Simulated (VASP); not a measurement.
Write the native input for VASP 6.6.1 that does the following.

| Item | Value |
| --- | --- |
| Task | single point |
| Functional | PBE |
| Dispersion | D3(BJ) |
| Potentials or basis | VASP PAW PBE potentials, release 64 (Al) |
| Cutoff | 520 eV |
| k mesh | 20 × 20 × 20 |
| Occupations | gaussian, width 0.15 eV |
| Spin | no spin polarisation |
| Dipole correction | no |
| Further INCAR settings | ALGO = Normal; EDIFF = 1e-07; NBANDS = 8 |

The structure of Al lies in POSCAR:

```
Al
1.0
    0.0000000000      2.0239800000      2.0846994000
    2.0239800000      0.0000000000      2.0846994000
    2.0239800000      2.0239800000      0.0000000000
Al
1
Direct
    0.0000000000      0.0000000000      0.0000000000
```

This cell differs from its parent crystal: strain +0.000 along x and y, +0.030 along z.

These files were run (other wordings do the same):

INCAR

```
SYSTEM = Al
  ALGO = Normal
  EDIFF = 1E-7
  ENCUT = 520
  GGA = PE
  ISIF = 2
  ISMEAR = 0
  IVDW = 12
  LASPH = .TRUE.
  LCHARG = .TRUE.
  LELF = .TRUE.
  LREAL = .FALSE.
  LVHAR = .TRUE.
  LWAVE = .FALSE.
  NBANDS = 8
  NELM = 100
  PREC = Accurate
  SIGMA = 0.15
```

KPOINTS

```
k-points
0
G
  20 20 20
  0 0 0
```

Potentials or basis: VASP PAW PBE potentials, release 64 (Al).

Command:

```console
$ cat potpaw_PBE.64/Al/POTCAR > POTCAR
$ mpirun -np 1 vasp_std > vasp.out
```

It gave:

```json
{
  "Pressure": "-5.7 GPa",
  "Dispersion energy per atom": "-0.324 eV"
}
```

Caveat: the cell differs from its parent crystal (strain +0.000 along x and y, +0.030 along z); pairwise dispersion overbinds metals, which lowers pressure and volume.

It took 22 s on 1 thread of Intel(R) Xeon(R) 6975P-C (Granite Rapids), with other jobs on the host, peak memory 0.2 GiB.
